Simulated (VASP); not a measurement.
# W (C2/m) in VASP: further runs

Runs on W. Level: PBEsol. Tasks: single point.

Program: VASP 6.6.1. These are calculated values, not measurements. Logs are shortened: lines on timing, memory, paths and dates and some standing lists are left out, and cuts for length are marked.

### Step 1. The cell of the first run

The structure is monoclinic, space group C2/m (No. 12). The conventional cell has a = 4.518 Å, b = 3.195 Å, c = 9.230 Å, α = 90.00°, β = 101.77°, γ = 90.00°. W (site symmetry m) has 7 W at 2.29 to 2.77 Å within 3.0 Å. Within 3.6 Å of W (site symmetry m) lie 14 W at 2.77 to 3.19 Å.

### Step 2. Single point, PBEsol

The input, INCAR:

```
SYSTEM = W
ALGO = Fast ; EDIFF = 1E-6
ENCUT = 520 ; GGA = PS
ISIF = 2 ; ISMEAR = 0
LASPH = .TRUE. ; LCHARG = .FALSE.
LREAL = .FALSE. ; LWAVE = .FALSE.
NBANDS = 36 ; NELM = 60
PREC = Accurate ; SIGMA = 0.15
```

The input, KPOINTS:

```
k-points
0
G
  18 18 5
  0 0 0
```

The input, POSCAR:

```
W
1.0
   -1.5973000000      1.5973000000     -1.5973000000
   -1.5973000000     -1.5973000000      1.5973000000
    0.0000000000      7.7203898200      5.0580101800
W
4
Direct
   -0.3646125000      0.3646125000      0.8750000000
    0.4479125000      0.5520875000      0.1250000000
   -0.1562625000      0.1562625000      0.3750000000
    0.2395625000      0.7604375000      0.6250000000
```

Potentials or basis: VASP PAW PBE potentials, release 64 (W_sv).

Started as:

```bash
$ cat potpaw_PBE.64/W_sv/POTCAR > POTCAR
$ mpirun -np 1 vasp_std > vasp.out
```

OUTCAR:

```text
SYSTEM = W
   EDIFF = 1E-6
   ENCUT = 520
   GGA = PS
   ISIF = 2
   ISMEAR = 0
   LASPH = .TRUE.
   LREAL = .FALSE.
   NELM = 60
   PREC = Accurate

 ion  position               nearest neighbor table
   1  0.635  0.365  0.875-   2 2.29   4 2.77   4 2.77   4 3.19   4 3.19   2 3.35   2 3.35
   2  0.448  0.552  0.125-   1 2.29   3 2.77   3 2.77   3 3.19   3 3.19   1 3.35   1 3.35
   3  0.844  0.156  0.375-   2 2.77   4 2.77   2 2.77   4 2.77   4 3.19   2 3.19   2 3.19   4 3.19

   4  0.240  0.760  0.625-   3 2.77   1 2.77   3 2.77   1 2.77   3 3.19   1 3.19   1 3.19   3 3.19

  LATTYP: Found a base centered monoclinic cell.
 ALAT       =     4.5178466464
 B/A-ratio  =     0.7071067812
 C/A-ratio  =     2.0429485774
 COS(beta)  =    -0.2039698917

  Lattice vectors:

 A1 = (  -1.5973000000,  -1.5973000000,   1.5973000000)
 A2 = (   1.5973000000,  -1.5973000000,   1.5973000000)
 A3 = (   0.0000000000,   7.7203898200,   5.0580101800)

Analysis of symmetry for initial positions (statically):
=====================================================================
 Subroutine PRICEL returns:
 Original cell was already a primitive cell.

 Routine SETGRP: Setting up the symmetry group for a
 base centered monoclinic supercell.

 Subroutine GETGRP returns: Found  4 space group operations
 (whereof  2 operations were pure point group operations)
 out of a pool of  4 trial point group operations.

The static configuration has the point symmetry C_1h.
 The point group associated with its full space group is C_2h.

Analysis of symmetry for dynamics (positions and initial velocities):
=====================================================================
 Subroutine PRICEL returns:
 Original cell was already a primitive cell.

 Routine SETGRP: Setting up the symmetry group for a
 base centered monoclinic supercell.

 Subroutine GETGRP returns: Found  4 space group operations
 (whereof  2 operations were pure point group operations)
 out of a pool of  4 trial point group operations.

The dynamic configuration has the point symmetry C_1h.
 The point group associated with its full space group is C_2h.

 Subroutine INISYM returns: Found  4 space group operations
 (whereof  2 operations are pure point group operations),
 and found     1 'primitive' translations

----------------------------------------------------------------------------------------

                                     Primitive cell

  volume of cell :      65.2048

  direct lattice vectors                    reciprocal lattice vectors
    -1.597300000  1.597300000 -1.597300000    -0.313028235  0.123904401 -0.189123834
    -1.597300000 -1.597300000  1.597300000    -0.313028235 -0.123904401  0.189123834
     0.000000000  7.720389820  5.058010180     0.000000000  0.078257059  0.078257059

  length of vectors
     2.766604755  2.766604755  9.229728379     0.386143498  0.386143498  0.110672194

  position of ions in fractional coordinates (direct lattice)
     0.635387500  0.364612500  0.875000000
     0.447912500  0.552087500  0.125000000
     0.843737500  0.156262500  0.375000000
     0.239562500  0.760437500  0.625000000

  ion indices of the primitive-cell ions
   primitive index   ion index
                 1           1
                 2           2
                 3           3
                 4           4

----------------------------------------------------------------------------------------

 KPOINTS: k-points

Automatic generation of k-mesh.
 Grid dimensions read from file:
 generate k-points for:   18   18    5

 Generating k-lattice:

  Cartesian coordinates                     Fractional coordinates (reciprocal lattice)
    -0.017390458  0.006883578 -0.010506880     0.055555556 -0.000000000  0.000000000
    -0.017390458 -0.006883578  0.010506880    -0.000000000  0.055555556  0.000000000
     0.000000000  0.015651412  0.015651412     0.000000000  0.000000000  0.200000000

  Length of vectors
     0.021452417  0.021452417  0.022134439

  Shift w.r.t. Gamma in fractional coordinates (k-lattice)
     0.000000000  0.000000000  0.000000000

 Subroutine IBZKPT returns following result:
 ===========================================

 Found    433 irreducible k-points:

 Following reciprocal coordinates:
            Coordinates               Weight
  0.000000  0.000000  0.000000      1.000000
  0.055556 -0.000000 -0.000000      4.000000
  0.111111 -0.000000 -0.000000      4.000000
  0.166667 -0.000000  0.000000      4.000000
  0.222222  0.000000  0.000000      4.000000
  0.277778  0.000000  0.000000      4.000000
[... 16 lines left out ...]
 -0.277778  0.055556  0.000000      4.000000
 -0.222222  0.055556 -0.000000      4.000000
 [... further k-points ...]
   k-points           NKPTS =    433   k-points in BZ     NKDIM =    433   number of bands    NBANDS=     36
   number of dos      NEDOS =    301   number of ions     NIONS =      4
   total plane-waves  NPLWV =  40320
   dimension x,y,z NGX =    24 NGY =   24 NGZ =   70
   dimension x,y,z NGXF=    48 NGYF=   48 NGZF=  140
   ions per type =               4
   NGX,Y,Z   is equivalent  to a cutoff of  14.42, 14.42, 12.61 a.u.
   NGXF,Y,Z  is equivalent  to a cutoff of  28.84, 28.84, 25.22 a.u.
 SYSTEM =  W
   PREC   = accura    normal or accurate (medium, high low for compatibility)
   ISTART =      0    job   : 0-new  1-cont  2-samecut
   ICHARG =      2    charge: 1-file 2-atom 10-const
   ISPIN  =      1    spin polarized calculation?
   LNONCOLLINEAR =      F non collinear calculations
   LSORBIT =      F    spin-orbit coupling
   LASPH  =      T    aspherical Exc in radial PAW
   ENCUT  =  520.0 eV  38.22 Ry    6.18 a.u.   5.14  5.14 17.16*2*pi/ulx,y,z
   NELM   =     60;   NELMIN=  2; NELMDL= -5     # of ELM steps
   EDIFF  = 0.1E-05   stopping-criterion for ELM
   LREAL  =      F    real-space projection
   EDIFFG = 0.1E-04   stopping-criterion for IOM
   NSW    =      0    number of steps for IOM
   IBRION =     -1    ionic relax: 0-MD 1-quasi-New 2-CG
   NFREE  =      0    steps in history (QN), initial steepest desc. (CG)
   ISIF   =      2    stress and relaxation
   ISYM   =      2    0-nonsym 1-usesym 2-fastsym
   POTIM  = 0.5000    time-step for ionic-motion
   TEBEG  =    0.0;   TEEND  =   0.0 temperature during run
   PSTRESS=    0.0 pullay stress
   NELECT =      56.0000    total number of electrons
   NUPDOWN=      -1.0000    fix difference up-down
   EMIN   =  10.00;   EMAX   =-10.00  energy-range for DOS
   EFERMI =   0.00;   METHOD = LEGACY
   ISMEAR =     0;   SIGMA  =   0.15  broadening in eV -4-tet -1-fermi 0-gaus
   EFERMI_NEDOS =   21; number of points for ismear=-14 and -15
   IALGO  =     68    algorithm
   IMIX   =      4    mixing-type and parameters
     AMIX     =   0.40;   BMIX     =  1.00
     AMIX_MAG =   1.60;   BMIX_MAG =  1.00
  volume/ion in A,a.u.               =      16.30       110.01
  Fermi-wavevector in a.u.,A,eV,Ry     =   1.556125  2.940649 32.946829  2.421524
  Thomas-Fermi vector in A             =   2.659966
   LORBIT       =      0    0 simple, 1 ext, 2 COOP (PROOUT), +10 PAW based schemes
   GGA     = PS    functional components
   LHFCALC =     F    Hartree Fock is set to
   AEXX    =    0.0000 exact exchange contribution
   IVDW    =     0    specifies the selected vdW correction
   LEPSILON=     F    determine dielectric tensor
   LRPA    =     F    only Hartree local field effects (RPA)
 non-spin polarized calculation
 RMM-DIIS sequential band-by-band and
 Gauss-broadening in eV      SIGMA  =   0.15
  energy-cutoff  :      520.00
  volume of cell :       65.20
 maximum number of plane-waves:      1780
 NGX is ok and might be reduce to    24

 number of electron      55.9999995 magnetization

 Free energy of the ion-electron system (eV)
  ---------------------------------------------------
  ext. energy  EPLUGINS =         0.00000000
  ---------------------------------------------------
  free energy    TOTEN  =       -53.26018094 eV

  energy without entropy =      -53.23350721  energy(sigma->0) =      -53.24684407

 E-fermi :  10.7992     XC(G=0): -13.5612

 val. band max:       10.7983970050   @ k =  -0.2222   0.1667   0.4000
 cond. band min:      10.7996862565   @ k =   0.3889   0.0556   0.4000
 fundamental gap:      0.0012892515
 Fermi energy:        10.7992412993

 k-point     1 :       0.0000    0.0000    0.0000
  band No.  band energies     occupation
      1     -63.3201      2.00000
      2     -63.2580      2.00000
      3     -63.1589      2.00000
      4     -62.9259      2.00000
      5     -28.5107      2.00000
      6     -27.7284      2.00000
[... 28 lines left out ...]
     35      13.1010      0.00000
     36      13.5002      0.00000

 k-point     2 :       0.0556   -0.0000   -0.0000
  band No.  band energies     occupation
      1     -63.3177      2.00000
      2     -63.2566      2.00000
      3     -63.1571      2.00000
      4     -62.9242      2.00000
      5     -28.5037      2.00000
      6     -27.7323      2.00000
[... 28 lines left out ...]
     35      13.0066      0.00000
     36      13.2053      0.00000

 k-point     3 :       0.1111   -0.0000   -0.0000
  band No.  band energies     occupation
      1     -63.3107      2.00000
      2     -63.2526      2.00000
      3     -63.1521      2.00000
      4     -62.9194      2.00000
      5     -28.4840      2.00000
      6     -27.7440      2.00000
[... 28 lines left out ...]
     35      12.9493      0.00000
     36      13.2447      0.00000
[... 742 lines left out ...]
 k-point    23 :      -0.2778    0.0556    0.0000
  band No.  band energies     occupation
      1     -63.2743      2.00000
      2     -63.2301      2.00000
      3     -63.1241      2.00000
      4     -62.8928      2.00000
      5     -28.3973      2.00000
      6     -27.8140      2.00000
[... 28 lines left out ...]
     35      13.2794      0.00000
     36      13.6833      0.00000

 k-point    24 :      -0.2222    0.0556   -0.0000
  band No.  band energies     occupation
      1     -63.2886      2.00000
      2     -63.2377      2.00000
      3     -63.1340      2.00000
      4     -62.9024      2.00000
      5     -28.4284      2.00000
      6     -27.7743      2.00000
[... 28 lines left out ...]
     35      13.1503      0.00000
     36      13.5226      0.00000

 [... further k-points ...]
[... 5 lines left out ...]
  --------------------------------------------------------------------------------------
  -------------------------------------------------------------------------------------
  Total       -4.3030959     -2.1424534      6.1179014      0.0000000      4.4015365      0.0000000
  in kB     -105.7333893    -52.6432268    150.3258269      0.0000000    108.1522188      0.0000000
  external PRESSURE =      -2.6835964 kB  Pullay stress =       0.0000000 kB

 VOLUME and BASIS-vectors are now :
 -----------------------------------------------------------------------------
  energy-cutoff  :      520.00
  volume of cell :       65.20
      direct lattice vectors                 reciprocal lattice vectors
    -1.597300000  1.597300000 -1.597300000    -0.313028235  0.123904401 -0.189123834
    -1.597300000 -1.597300000  1.597300000    -0.313028235 -0.123904401  0.189123834
     0.000000000  7.720389820  5.058010180     0.000000000  0.078257059  0.078257059

 POSITION                                       TOTAL-FORCE (eV/Angst)
 -----------------------------------------------------------------------------------
     -1.59730      7.18785      3.99325         0.000000     -1.906570     -4.398092
     -1.59730      0.79865      0.79865         0.000000      1.906570      4.398092
     -1.59730      3.99325      0.79865         0.000000      0.288262      0.305786
     -1.59730      3.99325      3.99325         0.000000     -0.288262     -0.305786
 -----------------------------------------------------------------------------------
    total drift:                                0.000000      0.000000     -0.000000

  FREE ENERGIE OF THE ION-ELECTRON SYSTEM (eV)
  ---------------------------------------------------
  free  energy   TOTEN  =       -53.2601809355 eV

  energy  without entropy=      -53.2335072095  energy(sigma->0) =      -53.24684407
```

Run time: 13 min. Hardware: 1 thread of AMD EPYC 9R45 (Zen 5), shared host; peak memory 0.7 GiB.

Results:

- Free energy: -53.2602 eV
- Pressure: -0.3 GPa
- Largest force: 4.794 eV/Å
- Band gap on the k mesh: zero (bands 28 and 29 overlap by 2.10 eV)

Forces in eV/Å, atoms in the order of the input:
```
W    0.000 -1.907 -4.398
W    0.000  1.907  4.398
W    0.000  0.288  0.306
W    0.000 -0.288 -0.306
```

Levels at points of the mesh, in eV from the Fermi level:
| k point | band 26 | band 27 | band 28 | band 29 | band 30 | band 31 |
| --- | --- | --- | --- | --- | --- | --- |
| (0.00, 0.00, 0.00) | -1.40 | -1.03 | -0.42 | -0.26 | 0.74 | 1.50 |
| (0.50, 0.00, 0.00) | -1.81 | -0.01 | 0.96 | 1.42 | 1.99 | 2.00 |
| (0.50, 0.50, 0.00) | -0.78 | -0.65 | -0.54 | 1.44 | 2.44 | 4.56 |

Caveat: the PAW data sets were made with another functional, which shifts forces and pressure a little; spin-orbit coupling is left out, which moves the levels of the heavy elements.

### Step 3. Single point, PBEsol

This run uses another cell than the first one, of the same volume but with other edges.

The input, INCAR:

```
PREC = Accurate
ENCUT = 520
EDIFF = 1E-7
ISMEAR = 0
SIGMA = 0.15
LREAL = False
LASPH = True
NELM = 100
ALGO = Fast
ISIF = 2
LWAVE = False
LCHARG = False
GGA = PS
NBANDS = 36
```

The input, KPOINTS:

```
Automatic mesh
0
Gamma
  18 18 5
```

The input, POSCAR:

```
W
1.0
   -1.5973000000      1.5973000000     -1.5973000000
   -1.5973000000     -1.5973000000      1.5973000000
    0.0000000000      6.6553101800      6.1230898200
W
4
Direct
   -0.0728875000      0.0728875000      0.8750000000
    0.4895875000      0.5104125000      0.1250000000
   -0.0312375000      0.0312375000      0.3750000000
    0.4479375000      0.5520625000      0.6250000000
```

Potentials or basis: VASP PAW PBE potentials, release 64 (W_sv).

Started as:

```bash
$ cat potpaw_PBE.64/W_sv/POTCAR > POTCAR
$ mpirun -np 1 vasp_std > vasp.out
```

OUTCAR:

```text
PREC = Accurate
   ENCUT = 520
   EDIFF = 1E-7
   ISMEAR = 0
   LREAL = False
   LASPH = True
   NELM = 100
   ISIF = 2
   GGA = PS

 ion  position               nearest neighbor table
   1  0.927  0.073  0.875-   4 2.77   4 2.77   2 2.79   2 2.79   2 2.94   4 3.19   4 3.19   2 3.47

   2  0.490  0.510  0.125-   3 2.77   3 2.77   1 2.79   1 2.79   1 2.94   3 3.19   3 3.19   1 3.47

   3  0.969  0.031  0.375-   2 2.77   4 2.77   2 2.77   4 2.77   4 3.19   2 3.19   2 3.19   4 3.19

   4  0.448  0.552  0.625-   3 2.77   1 2.77   3 2.77   1 2.77   3 3.19   1 3.19   1 3.19   3 3.19

  LATTYP: Found a base centered monoclinic cell.
 ALAT       =     4.5178466464
 B/A-ratio  =     0.7071067812
 C/A-ratio  =     2.0017339708
 COS(beta)  =    -0.0416139213

  Lattice vectors:

 A1 = (  -1.5973000000,  -1.5973000000,   1.5973000000)
 A2 = (   1.5973000000,  -1.5973000000,   1.5973000000)
 A3 = (   0.0000000000,   6.6553101800,   6.1230898200)

Analysis of symmetry for initial positions (statically):
=====================================================================
 Subroutine PRICEL returns:
[... 178 lines left out ...]

 E-fermi :  10.8500     XC(G=0): -13.6019

 val. band max:       10.8488021101   @ k =  -0.3333   0.2778   0.0000
 cond. band min:      10.8510565245   @ k =  -0.1111   0.1111   0.4000
 fundamental gap:      0.0022544145
 Fermi energy:        10.8500058007

 k-point     1 :       0.0000    0.0000    0.0000
  band No.  band energies     occupation
      1     -63.3041      2.00000
      2     -63.2450      2.00000
      3     -63.2426      2.00000
      4     -63.1829      2.00000
      5     -28.0780      2.00000
      6     -27.5103      2.00000
[... 925 lines left out ...]
     35      13.3095      0.00000
     36      13.3931      0.00000

 [... further k-points ...]

------------------------ aborting loop because EDIFF is reached ----------------------------------------

  FORCE on cell =-STRESS in cart. coord.  units (eV):
  Direction    XX          YY          ZZ          XY          YZ          ZX
  --------------------------------------------------------------------------------------
  -------------------------------------------------------------------------------------
  Total       -4.4863203     -6.0353429     -1.9097268      0.0000000      0.6413204      0.0000000
  in kB     -110.2354813   -148.2972419    -46.9247944      0.0000000     15.7581856      0.0000000
  external PRESSURE =    -101.8191725 kB  Pullay stress =       0.0000000 kB

 VOLUME and BASIS-vectors are now :
 -----------------------------------------------------------------------------
  energy-cutoff  :      520.00
  volume of cell :       65.20
      direct lattice vectors                 reciprocal lattice vectors
    -1.597300000  1.597300000 -1.597300000    -0.313028235  0.149995305 -0.163032931
    -1.597300000 -1.597300000  1.597300000    -0.313028235 -0.149995305  0.163032931
     0.000000000  6.655310180  6.123089820     0.000000000  0.078257059  0.078257059

 POSITION                                       TOTAL-FORCE (eV/Angst)
 -----------------------------------------------------------------------------------
     -1.59730      7.18785      3.99325         0.000000      0.298281     -1.087234
     -1.59730      0.79865      0.79865         0.000000     -0.298281      1.087234
     -1.59730      3.99325      0.79865         0.000000      0.076258      0.006208
     -1.59730      3.99325      3.99325         0.000000     -0.076258     -0.006208
 -----------------------------------------------------------------------------------
    total drift:                               -0.000000      0.000000     -0.000000

  FREE ENERGIE OF THE ION-ELECTRON SYSTEM (eV)
  ---------------------------------------------------
  free  energy   TOTEN  =       -54.9422997605 eV

  energy  without entropy=      -54.9193245154  energy(sigma->0) =      -54.93081214
```

Run time: 8.7 min. Hardware: 1 thread of Intel Xeon 6975P-C (Granite Rapids), shared host; peak memory 0.73 GiB.

Results:

```
Free energy            : -54.9423 eV
Pressure               : -10.2 GPa
Largest force          : 1.127 eV/Å
Band gap on the k mesh : zero (bands 28 and 29 overlap by 2.47 eV)
```

Forces on the atoms (eV/Å):
```
W    0.000  0.298 -1.087
W    0.000 -0.298  1.087
W    0.000  0.076  0.006
W    0.000 -0.076 -0.006
```

Caveat: the cell stands under tension; the PAW data sets were made with another functional, which shifts forces and pressure a little; spin-orbit coupling is left out, which moves the levels of the heavy elements.
